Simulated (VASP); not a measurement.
SnSe2, 3 atoms in the cell. It takes space group P-3m1 (No. 164, trigonal). The conventional cell has a = 3.841 Å, b = 3.841 Å, c = 6.916 Å, α = 90.00°, β = 90.00°, γ = 120.00°. Sn (site symmetry -3m) has 6 Se at 2.72 Å within 3.6 Å. Within 3.6 Å of Se (site symmetry 3m) lie 3 Sn at 2.72 Å.  This cell differs from its parent crystal: strain along c alone, the other axes held: +6.0 %, then relaxed in part.

- Program: VASP 6.6.1
- Task: single point
- Functional: r2SCAN
- Potentials or basis: VASP PAW PBE potentials, release 64 (Sn_d, Se)
- Cutoff: 520 eV
- k mesh: 12 × 12 × 4
- Occupations: gaussian, width 0.02 eV
- Spin: no spin polarisation
- Dipole correction: no
- Further INCAR settings: ALGO = Normal; EDIFF = 1e-06; NBANDS = 20

Potentials or basis: VASP PAW PBE potentials, release 64 (Sn_d, Se).

Launch:

```sh
$ cat potpaw_PBE.64/Sn_d/POTCAR potpaw_PBE.64/Se/POTCAR > POTCAR
$ cp INCAR.step1 INCAR
$ mpirun -np 1 vasp_std > vasp.out
$ cp INCAR.step2 INCAR
$ mpirun -np 1 vasp_std > vasp.out
```

Hardware: 1 thread of Intel(R) Xeon(R) 6975P-C (Granite Rapids), on a shared host.

Q: Estimate the wall time of this run.

A: Run time: 3.2 min on 1 thread of Intel(R) Xeon(R) 6975P-C (Granite Rapids) (shared host), peak memory 0.3 GiB. Counts: k points 69.
